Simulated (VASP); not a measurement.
## HfO2: single point with LDA

The system is HfO2.

```
Hf O
1.0
     0.00000   -4.78890    0.00000
     0.00000    0.00000   -3.18582
     9.57780   -0.95778    0.00000
Hf O
4 8
Direct
  0.95976 0.00000 0.20120
  0.85976 0.00000 0.70120
  0.30976 0.50000 0.95120
  0.40976 0.50000 0.45120
  0.03536 0.50000 0.79875
  0.13536 0.50000 0.29875
  0.52438 0.00000 0.85365
  0.62438 0.00000 0.35365
  0.29514 0.00000 0.04875
  0.19514 0.00000 0.54875
  0.78416 0.50000 0.10365
  0.68416 0.50000 0.60365
```

```json
{"Program": "VASP 6.6.1", "Task": "single point", "Functional": "LDA", "Potentials or basis": "VASP PAW LDA potentials, release 64 (Hf_pv, O)", "Cutoff": "520 eV", "k mesh": "5 × 7 × 3", "Occupations": "gaussian, width 0.05 eV", "Spin": "no spin polarisation", "Dipole correction": "no", "Further INCAR settings": "ALGO = Normal; EDIFF = 1e-07; NBANDS = 56"}
```

The pressure is 5.2 GPa and the largest force is 7.356 eV/Å. The band gap on the k mesh is 3.76 eV, indirect (least direct gap 3.86 eV).

Forces on the atoms (eV/Å):
```
Hf   1.332  2.406  0.000
Hf  -0.061  0.716  0.000
Hf  -5.424 -0.400  0.000
Hf  -0.053 -0.069  0.000
O    0.985 -0.667  0.000
O   -0.038 -0.331  0.000
O   -3.422 -2.081  0.000
O    0.121  0.055  0.000
O    7.059  2.069  0.000
O   -0.083 -0.085  0.000
O   -0.540 -1.424  0.000
O    0.124 -0.188  0.000
```

Stress tensor (GPa, compression positive):
```
10.33  6.99  0.00
 6.99 -4.23  0.00
 0.00  0.00  9.42
```

Levels at points of the mesh, in eV from the valence-band top:
```tsv
k point	band 41	band 42	band 43	band 44	band 45	band 46	band 47	band 48
(0.00, 0.00, 0.00)	-0.73	-0.57	-0.34	0.00	3.86	4.05	4.54	4.81
```

Wall time 3.7 min on 1 thread of Intel Xeon 6975P-C, with other jobs on the host, peak memory 0.32 GiB.

Caveat: spin-orbit coupling is left out, which moves the levels of the heavy elements; forces of over 1 eV/Å act on the atoms, so gaps and moduli don't describe the material at rest. A k mesh can miss the band edges.
